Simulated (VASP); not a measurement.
Wanted: the native input for a VASP 6.6.1 run.

```yaml
Task: relaxation of cell and atoms
Functional: PBE
Potentials_or_basis: VASP PAW PBE potentials, release 64 (Al)
Cutoff: 600 eV
k_mesh: 13 × 13 × 7
Occupations: fermi-dirac, width 0.1 eV
Spin: no spin polarisation
Dipole_correction: no
Further_INCAR_settings: ALGO = Normal; EDIFF = 1e-07; IBRION = 2; EDIFFG = -0.01; NSW = 80; ISIF = 3
```

The structure of Al lies in POSCAR:

```
Al
1.0
    2.8634814820      0.0000000000      0.0000000000
   -1.4317407410      2.4798477067      0.0000000000
    0.0000000000      0.0000000000      4.6760652602
Al
2
Direct
    0.3333333333      0.6666666667      0.2500000000
    0.6666666667      0.3333333333      0.7500000000
```

The input as run:

INCAR

```
ALGO = Normal
EDIFF = 1E-7
EDIFFG = -0.01
ENCUT = 600
GGA = PE
IBRION = 2
ISIF = 3
ISMEAR = -1
LASPH = T
LCHARG = F
LREAL = F
LWAVE = F
NELM = 80
NSW = 80
PREC = Accurate
SIGMA = 0.1
```

KPOINTS

```
k-points
0
Gamma
  13 13 7
```

Potentials or basis: VASP PAW PBE potentials, release 64 (Al).

Run with:

```bash
$ cat potpaw_PBE.64/Al/POTCAR > POTCAR
$ mpirun -np 1 vasp_std > vasp.out
```

Results of the run:

```json
{
 "Relaxed volume": "16.62 Å³/atom",
 "Relaxed cell": "a = 2.875 Å, b = 2.875 Å, c = 4.645 Å, α = 90.00°, β = 90.00°, γ = 120.00°",
 "Space group after relaxing (to 0.05 Å)": "P6_3/mmc (No. 194)",
 "Energy gained by relaxing": "0.1 meV/atom",
 "Ionic steps": "6",
 "Pressure after relaxing": "0.0 GPa",
 "Band gap on the k mesh": "zero (band 3 reaches 11.31 eV, above the bottom of band 4 at 5.14 eV)"
}
```

It used 33 s of CPU time on 1 thread of Intel Xeon 6975P-C, with other jobs on the host.
